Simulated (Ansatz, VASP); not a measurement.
**One calculation of Al3BAs4, two programs**

```
Al B As
1.0
     3.88319    0.00000    0.00000
    -1.94160    3.36294    0.00000
     0.00000    0.00000   12.93971
Al B As
3 1 4
Cartesian
  0.0000 2.2420 0.1520
  0.0000 2.2420 6.3358
  1.9416 1.1210 9.7130
  1.9416 1.1210 3.3112
  0.0000 2.2420 2.6491
  0.0000 2.2420 8.7981
  1.9416 1.1210 5.4139
  1.9416 1.1210 12.1768
```

Alike in both runs: functional PBE; k mesh 6 × 6 × 2; occupations gaussian, width 0.1 eV; no spin polarisation.

Ansatz relaxed the structure, and its values are those at the end. VASP's run is a single point on that final structure, the one shown.

|  | VASP | Ansatz |
| --- | --- | --- |
| version | VASP 6.6.1 | Ansatz 0.2.0 |
| potentials or method | VASP PAW PBE potentials, release 64 (Al, B, As), cutoff 520 eV | scalar-relativistic, plane waves, PAW |
| valence electrons in the cell | 32 | 72 |

VASP gave:

| Quantity | Value |
| --- | --- |
| gap on the k mesh at the Fermi level (eV) | 0.14 |
| least direct gap on the mesh (eV) | 0.14 |
| pressure (GPa) | 0.3 |
| rms of the force components (eV/Å) | 0.012 |

Question: What did Ansatz give for the same quantities?

Answer: gap on the k mesh at the Fermi level (eV): 0.15; least direct gap on the mesh (eV): 0.15; pressure (GPa): 0.1; rms of the force components (eV/Å): 0.007.

With one functional, cell and mesh, what is left measures potentials, basis and numerics. VASP's potentials hold 32 valence electrons a cell and Ansatz's 72, so a difference there can come from the potentials and not from the codes.
